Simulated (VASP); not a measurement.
Set up this calculation in VASP 6.6.1, as the native input.

| Property | Result |
| --- | --- |
| Task | single point |
| Functional | PBE |
| Potentials or basis | VASP PAW PBE potentials, release 64 (Pd) |
| Cutoff | 520 eV |
| k mesh | 10 × 10 × 10 |
| Occupations | gaussian, width 0.1 eV |
| Spin | no spin polarisation |
| Dipole correction | no |
| Further INCAR settings | ALGO = Normal; EDIFF = 1e-07; NBANDS = 11 |

The structure of Pd lies in POSCAR:

```
Pd
1.0
    2.6130533083      0.0000000000      0.0000000000
    0.0000000000      2.6130533083      0.0000000000
    0.0000000000      0.0000000000      2.6130533083
Pd
1
Direct
    0.0000000000      0.0000000000      0.0000000000
```

These files were run (other wordings do the same):

INCAR

```
PREC     = Accurate       # precision mode
ENCUT    = 520            # plane-wave cutoff, eV
EDIFF    = 1E-7           # SCF threshold, eV
ISMEAR   = 0              # smearing method
SIGMA    = 0.1            # smearing width, eV
LREAL    = False          # projectors in reciprocal space
LASPH    = True           # aspherical terms in the spheres
NELM     = 60             # most SCF steps
ALGO     = Normal         # electronic algorithm
ISIF     = 2              # what is computed and relaxed
LWAVE    = False          # write WAVECAR
LCHARG   = False          # write CHGCAR
GGA      = PE             # functional
NBANDS   = 11             # bands
```

KPOINTS

```
regular mesh
0
Gamma
  10 10 10
```

Potentials or basis: VASP PAW PBE potentials, release 64 (Pd).

Command:

```bash
$ cat potpaw_PBE.64/Pd/POTCAR > POTCAR
$ mpirun -np 1 vasp_std > vasp.out
```

It gave:

The pressure is -0.2 GPa. The band gap on the k mesh is zero (band 5 reaches 8.38 eV, above the bottom of band 6 at 6.58 eV).

It took 11 s on 1 thread of Intel Xeon 8259CL, on a shared host, peak memory 0.13 GiB.
